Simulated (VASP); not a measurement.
Input of a VASP 6.6.1 run:

INCAR

```
SYSTEM = FeCuC6N6
PREC = Accurate
ENCUT = 520
EDIFF = 1E-6
ISMEAR = 0
SIGMA = 0.1
LREAL = .False.
LASPH = .True.
NELM = 150
ALGO = Normal
ISIF = 2
LWAVE = .False.
LCHARG = .False.
ISPIN = 2
MAGMOM = 4 1 0 0 0 0 0 0 0 0 0 0 0 0
LORBIT = 11
LMAXMIX = 4
GGA = PE
NBANDS = 54
```

KPOINTS

```
regular mesh
0
Gamma
  4 4 4
  0 0 0
```

File POSCAR:

```
FeCuC6N6
1.0
    0.0000000000      5.1170000000      5.1170000000
    5.1170000000      0.0000000000      5.1170000000
    5.1170000000      5.1170000000      0.0000000000
Fe Cu C N
1 1 6 6
Direct
    0.5000000000      0.5000000000      0.5000000000
    0.0000000000      0.0000000000      0.0000000000
    0.8126832100      0.1873167900      0.1873167900
    0.1873167900      0.8126832100      0.1873167900
    0.1873167900      0.1873167900      0.8126832100
    0.1873167900      0.8126832100      0.8126832100
    0.8126832100      0.1873167900      0.8126832100
    0.8126832100      0.8126832100      0.1873167900
    0.6983584100      0.3016415900      0.3016415900
    0.3016415900      0.6983584100      0.3016415900
    0.3016415900      0.3016415900      0.6983584100
    0.3016415900      0.6983584100      0.6983584100
    0.6983584100      0.3016415900      0.6983584100
    0.6983584100      0.6983584100      0.3016415900
```

Potentials or basis: VASP PAW PBE potentials, release 64 (Fe, Cu, C, N).

Launch:

```sh
$ cat potpaw_PBE.64/Fe/POTCAR potpaw_PBE.64/Cu/POTCAR potpaw_PBE.64/C/POTCAR potpaw_PBE.64/N/POTCAR > POTCAR
$ mpirun -np 1 vasp_std > vasp.out
```

(1) Estimate the net moment.

(2) What does it give for the largest force?

(3) What does it give for the site moments?

(4) Estimate the pressure.

Answers

(1) 2.07 μB per cell.

(2) 1.578 eV/Å.

(3) Fe +0.67; Cu +0.52; C +0.12; N -0.02 μB.

(4) -1.2 GPa.

Caveat: forces of over 1 eV/Å act on the atoms, so gaps and moduli don't describe the material at rest.
